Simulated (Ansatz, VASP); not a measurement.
# Two plane-wave programs on WS2

The input INCAR:

```
ALGO = Normal ; EDIFF = 1E-6
ENCUT = 500 ; GGA = PE
GGA_COMPAT = False ; ISIF = 2
ISMEAR = -1 ; LASPH = True
LCHARG = False ; LREAL = False
LWAVE = False ; NBANDS = 35
NELM = 120 ; PREC = Accurate
SIGMA = 0.02
```

The input KPOINTS:

```
k-points
0
Gamma
  12 12 2
```

Contents of POSCAR:

```
WS2
1.0
    3.1699462934      0.0000000000      0.0000000000
   -1.5849731467      2.7452540187      0.0000000000
    0.0000000000      0.0000000000     12.2412491414
W S
2 4
Direct
    0.3333333333      0.6666666667      0.2500000000
    0.6666666667      0.3333333333      0.7500000000
    0.6666666667      0.3333333333      0.3774580259
    0.6666666667      0.3333333333      0.1225419741
    0.3333333333      0.6666666667      0.8774580259
    0.3333333333      0.6666666667      0.6225419741
```

Input for Ansatz:

```yaml
crystal:
  lattice:
    - [3.1699462934, 0.0, 0.0]
    - [-1.5849731467, 2.7452540187, 0.0]
    - [0.0, 0.0, 12.2412491414]
  atoms:
    - { symbol: W, position: [0.3333333333, 0.6666666667, 0.25] }
    - { symbol: W, position: [0.6666666667, 0.3333333333, 0.75] }
    - { symbol: S, position: [0.6666666667, 0.3333333333, 0.3774580259] }
    - { symbol: S, position: [0.6666666667, 0.3333333333, 0.1225419741] }
    - { symbol: S, position: [0.3333333333, 0.6666666667, 0.8774580259] }
    - { symbol: S, position: [0.3333333333, 0.6666666667, 0.6225419741] }
kpoints:
  mp_grid: { grid: [12, 12, 2] }
  band_path:
    path:
      - [0.0, 0.0, 0.0]
      - [0.5, 0.0, 0.0]
      - [0.3333333333, 0.3333333333, 0.0]
      - [0.0, 0.0, 0.5]
      - [0.5, 0.0, 0.5]
      - [0.3333333333, 0.3333333333, 0.5]
      - [0.174479, 0.174479, 0.0]
    npoints: 1
hamiltonian:
  xc: pbe
scf:
  occupations: { method: fermi_dirac, width: 0.02 }
  n_extra_bands: 5
output:
  forces: true
  stress: true
  eigenvalues: true
  write_density: true
  write_potential: true
  elf: true
  volumetric_format: npy
```

Change from the starting cell: uniaxial_z strain -2.0%.

Alike in both runs: task single point; functional PBE; k mesh 12 × 12 × 2; occupations fermi-dirac, width 0.02 eV; no spin polarisation.

```csv
,VASP,Ansatz
version,VASP 6.6.1,Ansatz 0.2.0
potentials or method,"VASP PAW PBE potentials, release 64 (W_sv, S)","plane waves, PAW"
plane-wave cutoff (eV),500,420
valence electrons in the cell,52,52
```

|  | VASP | Ansatz | Ansatz less VASP |
| --- | --- | --- | --- |
| gap on the k mesh at the Fermi level (eV) | 0.96 | 0.94 | -0.016 |
| pressure (GPa) | 3.8 | 3.9 | +0.04 |
| traceless stress, the component that is largest in VASP (GPa) | 1.49 | 1.49 | -0.006 |
| rms of the force components (eV/Å) | 0.096 | 0.095 | -0.0012 |

Atom by atom the forces differ by 0.001 eV/Å (rms over components). The functional is the same, so the differences come from potentials, cutoffs and numerics.

Spin-orbit coupling is off throughout.
